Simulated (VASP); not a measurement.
# TiAl (Pm-3m) in VASP: single point with PBE

Aim: the single point of TiAl with PBE.

Program: VASP 6.6.1. These are calculated values, not measurements. Logs are shortened: lines on timing, memory, paths and dates and some standing lists are left out, and cuts for length are marked.

**1. The cell of the first run**

Symmetry: Pm-3m, No. 221, cubic system. Conventional cell: a = 3.186 Å, b = 3.186 Å, c = 3.186 Å, α = 90.00°, β = 90.00°, γ = 90.00°. Ti (site symmetry m-3m) has 8 Al at 2.76 Å and 6 Ti at 3.19 Å within 3.6 Å. Within 3.6 Å of Al (site symmetry m-3m) lie 8 Ti at 2.76 Å and 6 Al at 3.19 Å.

**2. Single point, PBE**

INCAR

```
ALGO = Normal
EDIFF = 1E-6
ENCUT = 500
GGA = PE
GGA_COMPAT = F
ISIF = 2
ISMEAR = 0
LASPH = T
LCHARG = F
LREAL = F
LWAVE = F
NBANDS = 32
NELM = 120
PREC = Accurate
SIGMA = 0.15
```

KPOINTS

```
k-points
0
Gamma
  14 14 5
```

POSCAR

```
TiAl
1.0
    0.0000000000     -3.1860938973      0.0000000000
    0.0000000000      0.0000000000     -3.1860938973
    9.5582816920      0.0000000000      0.0000000000
Ti Al
3 3
Direct
    1.0000000000      1.0000000000      0.3333333333
    1.0000000000      1.0000000000      0.6666666667
    1.0000000000      1.0000000000      0.0000000000
    0.5000000000      0.5000000000      0.1666666667
    0.5000000000      0.5000000000      0.5000000000
    0.5000000000      0.5000000000      0.8333333333
```

Potentials or basis: VASP PAW PBE potentials, release 64 (Ti_sv, Al).

Command:

```sh
$ cat potpaw_PBE.64/Ti_sv/POTCAR potpaw_PBE.64/Al/POTCAR > POTCAR
$ mpirun -np 1 vasp_std > vasp.out
```

OUTCAR:

```text
EDIFF = 1E-6
   ENCUT = 500
   GGA = PE
   ISIF = 2
   ISMEAR = 0
   LASPH = T
   LREAL = F
   NELM = 120
   PREC = Accurate

 ion  position               nearest neighbor table
   1  0.000  0.000  0.333-   4 2.76   4 2.76   4 2.76   4 2.76   5 2.76   5 2.76   5 2.76   5 2.76

   2  0.000  0.000  0.667-   6 2.76   6 2.76   6 2.76   6 2.76   5 2.76   5 2.76   5 2.76   5 2.76

   3  0.000  0.000  0.000-   4 2.76   6 2.76   4 2.76   6 2.76   4 2.76   6 2.76   4 2.76   6 2.76

   4  0.500  0.500  0.167-   1 2.76   1 2.76   1 2.76   1 2.76   3 2.76   3 2.76   3 2.76   3 2.76
                             5 3.19   6 3.19
   5  0.500  0.500  0.500-   1 2.76   2 2.76   1 2.76   2 2.76   1 2.76   2 2.76   1 2.76   2 2.76
                             4 3.19   6 3.19
   6  0.500  0.500  0.833-   2 2.76   2 2.76   2 2.76   2 2.76   3 2.76   3 2.76   3 2.76   3 2.76
                             5 3.19   4 3.19

  LATTYP: Found a simple tetragonal cell.
 ALAT       =     3.1860938973
 C/A-ratio  =     3.0000000000

  Lattice vectors:

 A1 = (   0.0000000000,  -3.1860938973,   0.0000000000)
 A2 = (   0.0000000000,   0.0000000000,  -3.1860938973)
 A3 = (   9.5582816920,   0.0000000000,   0.0000000000)

Analysis of symmetry for initial positions (statically):
=====================================================================
 Subroutine PRICEL returns following result:

  LATTYP: Found a simple cubic cell.
 ALAT       =     3.1860938973

  Lattice vectors:

 A1 = (   0.0000000000,  -3.1860938973,   0.0000000000)
 A2 = (   0.0000000000,   0.0000000000,  -3.1860938973)
 A3 = (   3.1860938970,   0.0000000000,   0.0000000000)

   3 primitive cells build up your supercell.

 Routine SETGRP: Setting up the symmetry group for a
 simple tetragonal supercell.

 Subroutine GETGRP returns: Found 16 space group operations
 (whereof 16 operations were pure point group operations)
 out of a pool of 16 trial point group operations.

The static configuration has the point symmetry D_4h.

Analysis of symmetry for dynamics (positions and initial velocities):
=====================================================================
 Subroutine PRICEL returns following result:

  LATTYP: Found a simple cubic cell.
 ALAT       =     3.1860938973

  Lattice vectors:

 A1 = (   0.0000000000,  -3.1860938973,   0.0000000000)
 A2 = (   0.0000000000,   0.0000000000,  -3.1860938973)
 A3 = (   3.1860938970,   0.0000000000,   0.0000000000)

   3 primitive cells build up your supercell.

 Routine SETGRP: Setting up the symmetry group for a
 simple tetragonal supercell.

 Subroutine GETGRP returns: Found 16 space group operations
 (whereof 16 operations were pure point group operations)
 out of a pool of 16 trial point group operations.

The dynamic configuration has the point symmetry D_4h.

 Subroutine INISYM returns: Found 16 space group operations
 (whereof 16 operations are pure point group operations),
 and found     3 'primitive' translations

----------------------------------------------------------------------------------------

                                     Primitive cell

  volume of cell :      32.3427

  direct lattice vectors                    reciprocal lattice vectors
     0.000000000 -3.186093897  0.000000000     0.000000000 -0.313863945  0.000000000
     0.000000000  0.000000000 -3.186093897     0.000000000  0.000000000 -0.313863945
     3.186093897  0.000000000  0.000000000     0.313863945  0.000000000  0.000000000

  length of vectors
     3.186093897  3.186093897  3.186093897     0.313863945  0.313863945  0.313863945

  position of ions in fractional coordinates (direct lattice)
     0.000000000  0.000000000  1.000000000
     0.500000000  0.500000000  0.500000000

  ion indices of the primitive-cell ions
   primitive index   ion index
                 1           1
                 2           4

----------------------------------------------------------------------------------------

 KPOINTS: k-points

Automatic generation of k-mesh.
 Grid dimensions read from file:
 generate k-points for:   14   14    5

 Generating k-lattice:

  Cartesian coordinates                     Fractional coordinates (reciprocal lattice)
     0.000000000 -0.022418853  0.000000000     0.071428571  0.000000000  0.000000000
     0.000000000  0.000000000 -0.022418853     0.000000000  0.071428571  0.000000000
     0.020924263  0.000000000  0.000000000     0.000000000  0.000000000  0.200000000

  Length of vectors
     0.022418853  0.022418853  0.020924263

  Shift w.r.t. Gamma in fractional coordinates (k-lattice)
     0.000000000  0.000000000  0.000000000

 Subroutine IBZKPT returns following result:
 ===========================================

 Found    108 irreducible k-points:

 Following reciprocal coordinates:
            Coordinates               Weight
  0.000000  0.000000  0.000000      1.000000
  0.071429  0.000000  0.000000      4.000000
  0.142857  0.000000  0.000000      4.000000
  0.214286  0.000000  0.000000      4.000000
  0.285714  0.000000  0.000000      4.000000
  0.357143  0.000000  0.000000      4.000000
[... 16 lines left out ...]
  0.285714  0.214286  0.000000      8.000000
  0.357143  0.214286  0.000000      8.000000
 [... further k-points ...]
   k-points           NKPTS =    108   k-points in BZ     NKDIM =    108   number of bands    NBANDS=     32
   number of dos      NEDOS =    301   number of ions     NIONS =      6
   total plane-waves  NPLWV =  40320
   dimension x,y,z NGX =    24 NGY =   24 NGZ =   70
   dimension x,y,z NGXF=    48 NGYF=   48 NGZF=  140
   ions per type =               3   3
   NGX,Y,Z   is equivalent  to a cutoff of  12.52, 12.52, 12.18 a.u.
   NGXF,Y,Z  is equivalent  to a cutoff of  25.05, 25.05, 24.35 a.u.
 SYSTEM =  unknown system
   PREC   = accura    normal or accurate (medium, high low for compatibility)
   ISTART =      0    job   : 0-new  1-cont  2-samecut
   ICHARG =      2    charge: 1-file 2-atom 10-const
   ISPIN  =      1    spin polarized calculation?
   LNONCOLLINEAR =      F non collinear calculations
   LSORBIT =      F    spin-orbit coupling
   LASPH  =      T    aspherical Exc in radial PAW
   ENCUT  =  500.0 eV  36.75 Ry    6.06 a.u.   5.81  5.81 17.43*2*pi/ulx,y,z
   NELM   =    120;   NELMIN=  2; NELMDL= -5     # of ELM steps
   EDIFF  = 0.1E-05   stopping-criterion for ELM
   LREAL  =      F    real-space projection
   EDIFFG = 0.1E-04   stopping-criterion for IOM
   NSW    =      0    number of steps for IOM
   IBRION =     -1    ionic relax: 0-MD 1-quasi-New 2-CG
   NFREE  =      0    steps in history (QN), initial steepest desc. (CG)
   ISIF   =      2    stress and relaxation
   ISYM   =      2    0-nonsym 1-usesym 2-fastsym
   POTIM  = 0.5000    time-step for ionic-motion
   TEBEG  =    0.0;   TEEND  =   0.0 temperature during run
   PSTRESS=    0.0 pullay stress
   NELECT =      45.0000    total number of electrons
   NUPDOWN=      -1.0000    fix difference up-down
   EMIN   =  10.00;   EMAX   =-10.00  energy-range for DOS
   EFERMI =   0.00;   METHOD = LEGACY
   ISMEAR =     0;   SIGMA  =   0.15  broadening in eV -4-tet -1-fermi 0-gaus
   EFERMI_NEDOS =   21; number of points for ismear=-14 and -15
   IALGO  =     38    algorithm
   IMIX   =      4    mixing-type and parameters
     AMIX     =   0.40;   BMIX     =  1.00
     AMIX_MAG =   1.60;   BMIX_MAG =  1.00
  volume/ion in A,a.u.               =      16.17       109.13
  Fermi-wavevector in a.u.,A,eV,Ry     =   1.267204  2.394669 21.848331  1.605807
  Thomas-Fermi vector in A             =   2.400365
   LORBIT       =      0    0 simple, 1 ext, 2 COOP (PROOUT), +10 PAW based schemes
   GGA     = PE    functional components
   LHFCALC =     F    Hartree Fock is set to
   AEXX    =    0.0000 exact exchange contribution
   IVDW    =     0    specifies the selected vdW correction
   LEPSILON=     F    determine dielectric tensor
   LRPA    =     F    only Hartree local field effects (RPA)
 non-spin polarized calculation
 Gauss-broadening in eV      SIGMA  =   0.15
  energy-cutoff  :      500.00
  volume of cell :       97.03
 maximum number of plane-waves:      2504
 NGX is ok and might be reduce to    24
   NGX = 11   NGY = 11   NGZ = 35

 number of electron      44.9999984 magnetization

 Free energy of the ion-electron system (eV)
  ---------------------------------------------------
  ext. energy  EPLUGINS =         0.00000000
  ---------------------------------------------------
  free energy    TOTEN  =       -36.36938671 eV

  energy without entropy =      -36.28817949  energy(sigma->0) =      -36.32878310

 E-fermi :   8.7144     XC(G=0): -11.0582

 val. band max:        8.7128419778   @ k =   0.4286   0.2143   0.4000
 cond. band min:       8.7148786860   @ k =   0.4286   0.0714   0.2000
 fundamental gap:      0.0020367082
 Fermi energy:         8.7144106300

 k-point     1 :       0.0000    0.0000    0.0000
  band No.  band energies     occupation
      1     -48.2037      2.00000
      2     -48.1930      2.00000
      3     -48.1930      2.00000
      4     -24.5310      2.00000
      5     -24.5310      2.00000
      6     -24.4058      2.00000
[... 24 lines left out ...]
     31      11.4083      0.00000
     32      11.4083      0.00000

 k-point     2 :       0.0714    0.0000    0.0000
  band No.  band energies     occupation
      1     -48.2031      2.00000
      2     -48.1923      2.00000
      3     -48.1923      2.00000
      4     -24.5300      2.00000
      5     -24.5300      2.00000
      6     -24.4139      2.00000
[... 24 lines left out ...]
     31      11.4514      0.00000
     32      11.4514      0.00000

 k-point     3 :       0.1429    0.0000    0.0000
  band No.  band energies     occupation
      1     -48.2011      2.00000
      2     -48.1904      2.00000
      3     -48.1904      2.00000
      4     -24.5270      2.00000
      5     -24.5270      2.00000
      6     -24.4372      2.00000
[... 24 lines left out ...]
     31      11.5451      0.00000
     32      11.5451      0.00000

 k-point     4 :       0.2143    0.0000    0.0000
  band No.  band energies     occupation
      1     -48.1982      2.00000
      2     -48.1876      2.00000
      3     -48.1876      2.00000
      4     -24.5228      2.00000
      5     -24.5228      2.00000
      6     -24.4707      2.00000
[... 24 lines left out ...]
     31      11.5519      0.00000
     32      11.6150      0.00000

 k-point     5 :       0.2857    0.0000    0.0000
  band No.  band energies     occupation
      1     -48.1950      2.00000
      2     -48.1845      2.00000
      3     -48.1845      2.00000
      4     -24.5181      2.00000
      5     -24.5181      2.00000
      6     -24.5078      2.00000
[... 584 lines left out ...]
     31      11.5924      0.00000
     32      11.6016      0.00000

 k-point    22 :       0.2143    0.2143    0.0000
  band No.  band energies     occupation
      1     -48.1927      2.00000
      2     -48.1822      2.00000
      3     -48.1822      2.00000
      4     -24.5149      2.00000
      5     -24.5149      2.00000
      6     -24.4661      2.00000
[... 24 lines left out ...]
     31      11.9809      0.00000
     32      12.1833      0.00000

 k-point    23 :       0.2857    0.2143    0.0000
  band No.  band energies     occupation
      1     -48.1895      2.00000
      2     -48.1791      2.00000
      3     -48.1791      2.00000
      4     -24.5104      2.00000
      5     -24.5104      2.00000
      6     -24.5001      2.00000
[... 24 lines left out ...]
     31      11.7282      0.00000
     32      12.3363      0.00000

 k-point    24 :       0.3571    0.2143    0.0000
  band No.  band energies     occupation
      1     -48.1867      2.00000
      2     -48.1763      2.00000
      3     -48.1763      2.00000
      4     -24.5325      2.00000
      5     -24.5170      2.00000
      6     -24.5170      2.00000
[... 24 lines left out ...]
     31      11.5875      0.00000
     32      12.1692      0.00000

 [... further k-points ...]

------------------------ aborting loop because EDIFF is reached ----------------------------------------

  FORCE on cell =-STRESS in cart. coord.  units (eV):
  Direction    XX          YY          ZZ          XY          YZ          ZX
  --------------------------------------------------------------------------------------
  -------------------------------------------------------------------------------------
  Total        0.0203065      0.0120181      0.0120181      0.0000000      0.0000000     -0.0000000
  in kB        0.3353112      0.1984492      0.1984492      0.0000000      0.0000000     -0.0000000
  external PRESSURE =       0.2440699 kB  Pullay stress =       0.0000000 kB

 VOLUME and BASIS-vectors are now :
 -----------------------------------------------------------------------------
  energy-cutoff  :      500.00
  volume of cell :       97.03
      direct lattice vectors                 reciprocal lattice vectors
     0.000000000 -3.186093897  0.000000000     0.000000000 -0.313863945  0.000000000
     0.000000000  0.000000000 -3.186093897     0.000000000  0.000000000 -0.313863945
     9.558281692  0.000000000  0.000000000     0.104621315  0.000000000  0.000000000

 POSITION                                       TOTAL-FORCE (eV/Angst)
 -----------------------------------------------------------------------------------
      3.18609      0.00000      0.00000        -0.000000     -0.000000     -0.000000
      6.37219      0.00000      0.00000         0.000000     -0.000000      0.000000
      0.00000      0.00000      0.00000        -0.000000     -0.000000      0.000000
      1.59305     -1.59305     -1.59305        -0.000000      0.000000     -0.000000
      4.77914     -1.59305     -1.59305        -0.000000     -0.000000      0.000000
      7.96523     -1.59305     -1.59305        -0.000000      0.000000     -0.000000
 -----------------------------------------------------------------------------------
    total drift:                                0.000000      0.000000     -0.000000

  FREE ENERGIE OF THE ION-ELECTRON SYSTEM (eV)
  ---------------------------------------------------
  free  energy   TOTEN  =       -36.3693867134 eV

  energy  without entropy=      -36.2881794937  energy(sigma->0) =      -36.32878310
```

Run time: 2.7 min. Hardware: 1 thread of Intel Xeon Platinum 8488C (Sapphire Rapids), shared host; peak memory 0.36 GiB.

What came out:

| Property | Result |
| --- | --- |
| Free energy | -36.3694 eV |
| Pressure | 0.0 GPa |
| Band gap on the k mesh | zero (an odd number of electrons rules out a gap without spin polarisation) |

Levels at points of the mesh, in eV from the Fermi level:
```
           k point  band 20  band 21  band 22  band 23  band 24  band 25
(0.00, 0.00, 0.00)    -0.81    -0.81     0.43     0.43     0.43     0.43
(0.50, 0.00, 0.00)    -1.52    -0.55    -0.53    -0.53     0.14     0.14
(0.50, 0.50, 0.00)    -2.11    -2.11    -1.47     0.70     0.70     0.77
```
